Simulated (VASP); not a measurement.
Input of a VASP 6.6.1 run:

File INCAR:

```
ALGO     = Normal         # electronic algorithm
EDIFF    = 1E-6           # SCF threshold, eV
ENCUT    = 520            # plane-wave cutoff, eV
GGA      = PE             # functional
ISIF     = 2              # what is computed and relaxed
ISMEAR   = 0              # smearing method
LASPH    = T              # aspherical terms in the spheres
LCHARG   = T              # write CHGCAR
LELF     = T              # ELF
LREAL    = F              # projectors in reciprocal space
LVHAR    = T            
LWAVE    = F              # write WAVECAR
NBANDS   = 25             # bands
NELM     = 100            # most SCF steps
PREC     = Accurate       # precision mode
SIGMA    = 0.1            # smearing width, eV
```

KPOINTS

```
k-points
0
Gamma
  10 10 10
```

POSCAR

```
ZrB4C2
1.0
    0.0000000000      3.4941799192      3.4941799192
    3.4941799192      0.0000000000      3.4941799192
    3.4941799192      3.4941799192      0.0000000000
Zr B C
1 4 2
Direct
    0.0000000000      0.0000000000      0.0000000000
    0.6237895617      0.1286313149      0.6237895617
    0.6237895617      0.6237895617      0.6237895617
    0.1286313149      0.6237895617      0.6237895617
    0.6237895617      0.6237895617      0.1286313149
    0.5000000000      0.5000000000      0.5000000000
    0.7500000000      0.7500000000      0.7500000000
```

Potentials or basis: VASP PAW PBE potentials, release 64 (Zr_sv, B, C).

Command:

```console
$ cat potpaw_PBE.64/Zr_sv/POTCAR potpaw_PBE.64/B/POTCAR potpaw_PBE.64/C/POTCAR > POTCAR
$ mpirun -np 1 vasp_std > vasp.out
```

Problem. Estimate the pressure.

Solution. 0.0 GPa.

Problem. Predict the band gap on the k mesh.

Solution. Zero (band 16 reaches 6.24 eV, above the bottom of band 17 at 5.69 eV).
